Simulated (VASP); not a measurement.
A run of VASP 6.6.1:

Contents of INCAR:

```
SYSTEM = BC
PREC     = Accurate       ! precision mode
ENCUT    = 520            ! plane-wave cutoff, eV
EDIFF    = 1E-7           ! SCF threshold, eV
ISMEAR   = 0              ! smearing method
SIGMA    = 0.1            ! smearing width, eV
LREAL    = .FALSE.        ! projectors in reciprocal space
LASPH    = .TRUE.         ! aspherical terms in the spheres
NELM     = 150            ! most SCF steps
ALGO     = Normal         ! electronic algorithm
ISIF     = 2              ! what is computed and relaxed
LWAVE    = .FALSE.        ! write WAVECAR
LCHARG   = .FALSE.        ! write CHGCAR
ISPIN    = 2              ! spin polarisation
MAGMOM   = 0 0 0 0 1 1 1 1 ! initial moments
LORBIT   = 11             ! projections on sites
GGA      = PE             ! functional
NBANDS   = 28             ! bands
```

Contents of KPOINTS:

```
Automatic mesh
0
G
  6 6 6
  0 0 0
```

Contents of POSCAR:

```
BC
1.0
   -2.8820692500      2.8820692500      1.7003008500
    2.8820692500     -2.8820692500      1.7003008500
    2.8820692500      2.8820692500     -1.7003008500
B C
4 4
Direct
    0.7841337900      0.7841337900      0.0000000000
    0.5341337900      0.0341337900      0.5000000000
    0.2158662100      0.2158662100      0.0000000000
    0.9658662100      0.4658662100      0.5000000000
    0.6415729900      0.6415729900      0.2831459900
    0.3584270100      0.3584270100      0.7168540100
    0.3915729900      0.6084270100      0.5000000000
    0.1084270100      0.8915729900      0.5000000000
```

Potentials or basis: VASP PAW PBE potentials, release 64 (B, C).

Run with:

```sh
$ cat potpaw_PBE.64/B/POTCAR potpaw_PBE.64/C/POTCAR > POTCAR
$ mpirun -np 1 vasp_std > vasp.out
```

Hardware: 1 thread of Intel(R) Xeon(R) 6975P-C (Granite Rapids), on a shared host.

Task: How long does it take, and how much memory?

Result: Wall time 59 s on 1 thread of Intel(R) Xeon(R) 6975P-C (Granite Rapids), on a shared host, peak memory 0.27 GiB. Counts: scf iterations 17, k points 30.
